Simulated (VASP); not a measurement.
# BaWF3 (Pm-3m) in VASP: density of states with PBE

Aim: the density of states of BaWF3 with PBE.

Program: VASP 6.6.1. These are calculated values, not measurements. Logs are shortened: lines on timing, memory, paths and dates and some standing lists are left out, and cuts for length are marked.

## Step 1: The cell of the first run

Symmetry: Pm-3m, No. 221, cubic system. Conventional cell: a = 4.396 Å, b = 4.396 Å, c = 4.396 Å, α = 90.00°, β = 90.00°, γ = 90.00°. Ba (site symmetry m-3m) has 12 F at 3.11 Å and 8 W at 3.81 Å within 4.1 Å. Within 2.9 Å of W (site symmetry m-3m) lie 6 F at 2.20 Å. F (site symmetry 4/mmm) has 2 W at 2.20 Å within 2.9 Å.

## Step 2: Density of states, PBE

Input file POSCAR:

```
BaWF3
1.0
    4.3964861214      0.0000000000      0.0000000000
    0.0000000000      4.3964861214      0.0000000000
    0.0000000000      0.0000000000      4.3964861214
Ba W F
1 1 3
Direct
    0.5000000000      0.5000000000      0.5000000000
    0.0000000000      0.0000000000      0.0000000000
    0.5000000000      0.0000000000      0.0000000000
    0.0000000000      0.5000000000      0.0000000000
    0.0000000000      0.0000000000      0.5000000000
```

Input file INCAR.step1:

```
SYSTEM = BaWF3
ALGO     = Normal         ! electronic algorithm
EDIFF    = 1E-6           ! SCF threshold, eV
ENCUT    = 520            ! plane-wave cutoff, eV
GGA      = PE             ! functional
ISIF     = 2              ! what is computed and relaxed
ISMEAR   = 0              ! smearing method
LASPH    = .TRUE.         ! aspherical terms in the spheres
LCHARG   = .TRUE.         ! write CHGCAR
LMAXMIX  = 4              ! l up to which the mixer works
LREAL    = .FALSE.        ! projectors in reciprocal space
LWAVE    = .FALSE.        ! write WAVECAR
NBANDS   = 30             ! bands
NELM     = 100            ! most SCF steps
PREC     = Accurate       ! precision mode
SIGMA    = 0.1            ! smearing width, eV
```

Input file KPOINTS.step1:

```
k-points
0
G
  8 8 8
  0 0 0
```

Input file INCAR.step2:

```
SYSTEM = BaWF3
ALGO     = Normal         ! electronic algorithm
EDIFF    = 1E-6           ! SCF threshold, eV
ENCUT    = 520            ! plane-wave cutoff, eV
GGA      = PE             ! functional
ICHARG   = 11             ! starting density
ISIF     = 2              ! what is computed and relaxed
ISMEAR   = -5             ! smearing method
LASPH    = .TRUE.         ! aspherical terms in the spheres
LCHARG   = .FALSE.        ! write CHGCAR
LMAXMIX  = 4              ! l up to which the mixer works
LORBIT   = 11             ! projections on sites
LREAL    = .FALSE.        ! projectors in reciprocal space
LWAVE    = .FALSE.        ! write WAVECAR
NEDOS    = 1001           ! points of the DOS
NELM     = 100            ! most SCF steps
PREC     = Accurate       ! precision mode
SIGMA    = 0.1            ! smearing width, eV
```

Input file KPOINTS.step2:

```
k-points
0
G
  12 12 12
  0 0 0
```

Potentials or basis: VASP PAW PBE potentials, release 64 (Ba_sv, W_sv, F).

Run with:

```console
> cat potpaw_PBE.64/Ba_sv/POTCAR potpaw_PBE.64/W_sv/POTCAR potpaw_PBE.64/F/POTCAR > POTCAR
> cp INCAR.step1 INCAR
> cp KPOINTS.step1 KPOINTS
> mpirun -np 1 vasp_std > vasp.out
> cp INCAR.step2 INCAR
> cp KPOINTS.step2 KPOINTS
> mpirun -np 1 vasp_std > vasp.out
```

OUTCAR:

```text
SYSTEM = BaWF3
   EDIFF = 1E-6
   ENCUT = 520
   GGA = PE
   ICHARG = 11
   ISIF = 2
   ISMEAR = -5
   LASPH = .TRUE.
   LORBIT = 11
   LREAL = .FALSE.
   NELM = 100
   PREC = Accurate

 ion  position               nearest neighbor table
   1  0.500  0.500  0.500-   3 3.11   4 3.11   5 3.11   3 3.11   4 3.11   3 3.11   5 3.11   3 3.11
                             4 3.11   5 3.11   4 3.11   5 3.11   2 3.81   2 3.81   2 3.81   2 3.81
   2  0.000  0.000  0.000-   3 2.20   4 2.20   5 2.20   5 2.20   4 2.20   3 2.20   1 3.81   1 3.81
                             1 3.81   1 3.81   1 3.81   1 3.81   1 3.81   1 3.81
   3  0.500  0.000  0.000-   2 2.20   2 2.20   1 3.11   1 3.11   1 3.11   1 3.11
   4  0.000  0.500  0.000-   2 2.20   2 2.20   1 3.11   1 3.11   1 3.11   1 3.11
   5  0.000  0.000  0.500-   2 2.20   2 2.20   1 3.11   1 3.11   1 3.11   1 3.11

  LATTYP: Found a simple cubic cell.
 ALAT       =     4.3964861214

  Lattice vectors:

 A1 = (   4.3964861214,   0.0000000000,   0.0000000000)
 A2 = (   0.0000000000,   4.3964861214,   0.0000000000)
 A3 = (   0.0000000000,   0.0000000000,   4.3964861214)

Analysis of symmetry for initial positions (statically):
=====================================================================
 Subroutine PRICEL returns:
 Original cell was already a primitive cell.

 Routine SETGRP: Setting up the symmetry group for a
 simple cubic supercell.

 Subroutine GETGRP returns: Found 48 space group operations
 (whereof 48 operations were pure point group operations)
 out of a pool of 48 trial point group operations.

The static configuration has the point symmetry O_h .

Analysis of symmetry for dynamics (positions and initial velocities):
=====================================================================
 Subroutine PRICEL returns:
 Original cell was already a primitive cell.

 Routine SETGRP: Setting up the symmetry group for a
 simple cubic supercell.

 Subroutine GETGRP returns: Found 48 space group operations
 (whereof 48 operations were pure point group operations)
 out of a pool of 48 trial point group operations.

The dynamic configuration has the point symmetry O_h .

 Subroutine INISYM returns: Found 48 space group operations
 (whereof 48 operations are pure point group operations),
 and found     1 'primitive' translations

----------------------------------------------------------------------------------------

                                     Primitive cell

  volume of cell :      84.9801

  direct lattice vectors                    reciprocal lattice vectors
     4.396486121  0.000000000  0.000000000     0.227454374  0.000000000  0.000000000
     0.000000000  4.396486121  0.000000000     0.000000000  0.227454374  0.000000000
     0.000000000  0.000000000  4.396486121     0.000000000  0.000000000  0.227454374

  length of vectors
     4.396486121  4.396486121  4.396486121     0.227454374  0.227454374  0.227454374

  position of ions in fractional coordinates (direct lattice)
     0.500000000  0.500000000  0.500000000
     0.000000000  0.000000000  0.000000000
     0.500000000  0.000000000  0.000000000
     0.000000000  0.500000000  0.000000000
     0.000000000  0.000000000  0.500000000

  ion indices of the primitive-cell ions
   primitive index   ion index
                 1           1
                 2           2
                 3           3
                 4           4
                 5           5

----------------------------------------------------------------------------------------

 KPOINTS: k-points

Automatic generation of k-mesh.
 Grid dimensions read from file:
 generate k-points for:   12   12   12

 Generating k-lattice:

  Cartesian coordinates                     Fractional coordinates (reciprocal lattice)
     0.018954531  0.000000000  0.000000000     0.083333333  0.000000000  0.000000000
     0.000000000  0.018954531  0.000000000     0.000000000  0.083333333  0.000000000
     0.000000000  0.000000000  0.018954531     0.000000000  0.000000000  0.083333333

  Length of vectors
     0.018954531  0.018954531  0.018954531

  Shift w.r.t. Gamma in fractional coordinates (k-lattice)
     0.000000000  0.000000000  0.000000000

 TETIRR: Found    854 inequivalent tetrahedra from    10368

 Subroutine IBZKPT returns following result:
 ===========================================

 Found     84 irreducible k-points:

 Following reciprocal coordinates:
            Coordinates               Weight
  0.000000  0.000000  0.000000      1.000000
  0.083333  0.000000  0.000000      6.000000
  0.166667  0.000000  0.000000      6.000000
  0.250000  0.000000  0.000000      6.000000
  0.333333  0.000000  0.000000      6.000000
  0.416667  0.000000  0.000000      6.000000
[... 16 lines left out ...]
  0.333333  0.333333  0.000000     12.000000
  0.416667  0.333333  0.000000     24.000000
 [... further k-points ...]
   k-points           NKPTS =     84   k-points in BZ     NKDIM =     84   number of bands    NBANDS=     27
   number of dos      NEDOS =   1001   number of ions     NIONS =      5
   total plane-waves  NPLWV =  46656
   dimension x,y,z NGX =    36 NGY =   36 NGZ =   36
   dimension x,y,z NGXF=    72 NGYF=   72 NGZF=   72
   ions per type =               1   1   3
   NGX,Y,Z   is equivalent  to a cutoff of  13.61, 13.61, 13.61 a.u.
   NGXF,Y,Z  is equivalent  to a cutoff of  27.23, 27.23, 27.23 a.u.
 SYSTEM =  BaWF3
   PREC   = accura    normal or accurate (medium, high low for compatibility)
   ISTART =      0    job   : 0-new  1-cont  2-samecut
   ICHARG =     11    charge: 1-file 2-atom 10-const
   ISPIN  =      1    spin polarized calculation?
   LNONCOLLINEAR =      F non collinear calculations
   LSORBIT =      F    spin-orbit coupling
   LASPH  =      T    aspherical Exc in radial PAW
   ENCUT  =  520.0 eV  38.22 Ry    6.18 a.u.   8.17  8.17  8.17*2*pi/ulx,y,z
   NELM   =    100;   NELMIN=  2; NELMDL=  0     # of ELM steps
   EDIFF  = 0.1E-05   stopping-criterion for ELM
   LREAL  =      F    real-space projection
   EDIFFG = 0.1E-04   stopping-criterion for IOM
   NSW    =      0    number of steps for IOM
   IBRION =     -1    ionic relax: 0-MD 1-quasi-New 2-CG
   NFREE  =      0    steps in history (QN), initial steepest desc. (CG)
   ISIF   =      2    stress and relaxation
   ISYM   =      2    0-nonsym 1-usesym 2-fastsym
   POTIM  = 0.5000    time-step for ionic-motion
   TEBEG  =    0.0;   TEEND  =   0.0 temperature during run
   PSTRESS=    0.0 pullay stress
   NELECT =      45.0000    total number of electrons
   NUPDOWN=      -1.0000    fix difference up-down
   EMIN   =  10.00;   EMAX   =-10.00  energy-range for DOS
   EFERMI =   0.00;   METHOD = LEGACY
   ISMEAR =    -5;   SIGMA  =   0.10  broadening in eV -4-tet -1-fermi 0-gaus
   EFERMI_NEDOS =   21; number of points for ismear=-14 and -15
   IALGO  =     38    algorithm
   IMIX   =      4    mixing-type and parameters
     AMIX     =   0.40;   BMIX     =  1.00
     AMIX_MAG =   1.60;   BMIX_MAG =  1.00
  volume/ion in A,a.u.               =      17.00       114.69
  Fermi-wavevector in a.u.,A,eV,Ry     =   1.324463  2.502873 23.867385  1.754203
  Thomas-Fermi vector in A             =   2.453996
   LORBIT       =     11    0 simple, 1 ext, 2 COOP (PROOUT), +10 PAW based schemes
   GGA     = PE    functional components
   LHFCALC =     F    Hartree Fock is set to
   AEXX    =    0.0000 exact exchange contribution
   IVDW    =     0    specifies the selected vdW correction
   LEPSILON=     F    determine dielectric tensor
   LRPA    =     F    only Hartree local field effects (RPA)
 non-spin polarized calculation
 Fermi weights with tetrahedron method with Bloechl corrections
  energy-cutoff  :      520.00
  volume of cell :       84.98
 maximum number of plane-waves:      2320
 NGX is ok and might be reduce to    36

 number of electron      44.9999959 magnetization

 Free energy of the ion-electron system (eV)
  ---------------------------------------------------
  ext. energy  EPLUGINS =         0.00000000
  ---------------------------------------------------
  free energy    TOTEN  =       -27.02186743 eV

  energy without entropy =      -27.02186743  energy(sigma->0) =      -27.02186743

 E-fermi :   6.1970     XC(G=0): -10.0968

 val. band max:        6.2069688737   @ k =   0.5000   0.3333   0.2500
 cond. band min:       6.1665961433   @ k =   0.3333   0.0833   0.0000
 fundamental gap:     -0.0403727305
 Fermi energy:         6.1970485593

 k-point     1 :       0.0000    0.0000    0.0000
  band No.  band energies     occupation
      1     -68.2935      2.00000
      2     -32.6043      2.00000
      3     -32.6043      2.00000
      4     -32.6043      2.00000
      5     -23.7991      2.00000
      6     -20.5749      2.00000
[... 19 lines left out ...]
     26       6.0125      2.16070
     27       7.6451      0.00000

 k-point     2 :       0.0833    0.0000    0.0000
  band No.  band energies     occupation
      1     -68.2935      2.00000
      2     -32.6068      2.00000
      3     -32.6043      2.00000
      4     -32.6043      2.00000
      5     -23.7961      2.00000
      6     -20.5707      2.00000
[... 19 lines left out ...]
     26       6.1090      1.62647
     27       7.6381      0.00000

 k-point     3 :       0.1667    0.0000    0.0000
  band No.  band energies     occupation
      1     -68.2934      2.00000
      2     -32.6136      2.00000
      3     -32.6041      2.00000
      4     -32.6041      2.00000
      5     -23.7880      2.00000
      6     -20.5628      2.00000
[... 594 lines left out ...]
      1     -68.2933      2.00000
      2     -32.6317      2.00000
      3     -32.6316      2.00000
      4     -32.6033      2.00000
      5     -23.7423      2.00000
      6     -20.4929      2.00000
[... 19 lines left out ...]
     26       8.3694      0.00000
     27       8.4607      0.00000

 k-point    24 :       0.4167    0.3333    0.0000
  band No.  band energies     occupation
      1     -68.2933      2.00000
      2     -32.6384      2.00000
      3     -32.6315      2.00000
      4     -32.6032      2.00000
      5     -23.7366      2.00000
      6     -20.4866      2.00000
[... 19 lines left out ...]
     26       8.5189      0.00000
     27       8.7237      0.00000

 [... further k-points ...]

------------------------ aborting loop because EDIFF is reached ----------------------------------------

  FORCE on cell =-STRESS in cart. coord.  units (eV):
  Direction    XX          YY          ZZ          XY          YZ          ZX
  --------------------------------------------------------------------------------------
  -------------------------------------------------------------------------------------
  Total        0.6234439      0.6234439      0.6234439      0.0000000      0.0000000     -0.0000000
  in kB       11.7541391     11.7541391     11.7541391      0.0000000      0.0000000     -0.0000000
  external PRESSURE =      11.7541391 kB  Pullay stress =       0.0000000 kB

 VOLUME and BASIS-vectors are now :
 -----------------------------------------------------------------------------
  energy-cutoff  :      520.00
  volume of cell :       84.98
      direct lattice vectors                 reciprocal lattice vectors
     4.396486121  0.000000000  0.000000000     0.227454374  0.000000000  0.000000000
     0.000000000  4.396486121  0.000000000     0.000000000  0.227454374  0.000000000
     0.000000000  0.000000000  4.396486121     0.000000000  0.000000000  0.227454374

 POSITION                                       TOTAL-FORCE (eV/Angst)
 -----------------------------------------------------------------------------------
      2.19824      2.19824      2.19824         0.000000      0.000000      0.000000
      0.00000      0.00000      0.00000         0.000000      0.000000      0.000000
      2.19824      0.00000      0.00000         0.000000      0.000000      0.000000
      0.00000      2.19824      0.00000         0.000000      0.000000      0.000000
      0.00000      0.00000      2.19824         0.000000      0.000000      0.000000
 -----------------------------------------------------------------------------------
    total drift:                                0.000000      0.000000     -0.000000

  FREE ENERGIE OF THE ION-ELECTRON SYSTEM (eV)
  ---------------------------------------------------
  free  energy   TOTEN  =       -27.0218674275 eV

  energy  without entropy=      -27.0218674275  energy(sigma->0) =      -27.02186743

 total charge

# of ion       s       p       d       tot
------------------------------------------
    1        2.007   5.586   0.275   7.868
    2        2.190   6.099   3.581  11.870
    3        1.738   4.332   0.000   6.070
    4        1.738   4.332   0.000   6.070
    5        1.738   4.332   0.000   6.070
--------------------------------------------------
tot          9.410  24.681   3.856  37.948
```

It took 2.4 min on 1 thread of Intel Xeon Platinum 8488C (Sapphire Rapids), shared host; peak memory 0.34 GiB.

What came out:

| Quantity | Value |
| --- | --- |
| Valence electrons inside the program's atomic spheres | Ba 7.87; W 11.87; F 6.07 |

Caveat: spin-orbit coupling is left out, which moves the levels of the heavy elements; an odd number of electrons without spin polarisation forces a metal; a magnetic or distorted state may lie lower; tetrahedron occupations give inexact forces and stress in metals.
